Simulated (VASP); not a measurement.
Here is a VASP 6.6.1 calculation.

File POSCAR:

```
SrO
1.0
    0.0000000000      2.5975128988      2.5975128988
    2.5975128988      0.0000000000      2.5975128988
    2.5975128988      2.5975128988      0.0000000000
Sr O
1 1
Direct
    0.5000000000      0.5000000000      0.5000000000
    0.0000000000      0.0000000000      0.0000000000
```

INCAR.step1

```
PREC     = Accurate       # precision mode
ENCUT    = 520            # plane-wave cutoff, eV
EDIFF    = 1E-5           # SCF threshold, eV
ISMEAR   = 0              # smearing method
SIGMA    = 0.05           # smearing width, eV
LREAL    = False          # projectors in reciprocal space
LASPH    = True           # aspherical terms in the spheres
NELM     = 60             # most SCF steps
ALGO     = Normal         # electronic algorithm
ISIF     = 2              # what is computed and relaxed
LWAVE    = True           # write WAVECAR
LCHARG   = False          # write CHGCAR
GGA      = PE             # functional
NBANDS   = 15             # bands
```

File INCAR.step2:

```
PREC     = Accurate       # precision mode
ENCUT    = 520            # plane-wave cutoff, eV
EDIFF    = 1E-6           # SCF threshold, eV
ISMEAR   = 0              # smearing method
SIGMA    = 0.05           # smearing width, eV
LREAL    = False          # projectors in reciprocal space
LASPH    = True           # aspherical terms in the spheres
NELM     = 60             # most SCF steps
ALGO     = Normal         # electronic algorithm
ISIF     = 2              # what is computed and relaxed
LWAVE    = False          # write WAVECAR
LCHARG   = False          # write CHGCAR
GGA      = PE             # functional
LHFCALC  = True           # exact exchange
HFSCREEN = 0.2079         # screening, 1/A
PRECFOCK = Normal       
ISTART   = 1            
NBANDS   = 15             # bands
```

KPOINTS

```
regular mesh
0
Gamma
  6 6 6
```

Potentials or basis: VASP PAW PBE potentials, release 64 (Sr_sv, O).

Command:

```sh
$ cat potpaw_PBE.64/Sr_sv/POTCAR potpaw_PBE.64/O/POTCAR > POTCAR
$ cp INCAR.step1 INCAR
$ mpirun -np 1 vasp_std > vasp.out
$ cp INCAR.step2 INCAR
$ mpirun -np 1 vasp_std > vasp.out
```

What does it give for the band gap on the k mesh?

4.75 eV (least direct gap 4.87 eV).

Estimate the pressure.

-1.6 GPa.

Caveat: the PAW data sets were made with another functional, which shifts forces and pressure a little. A k mesh can miss the band edges.
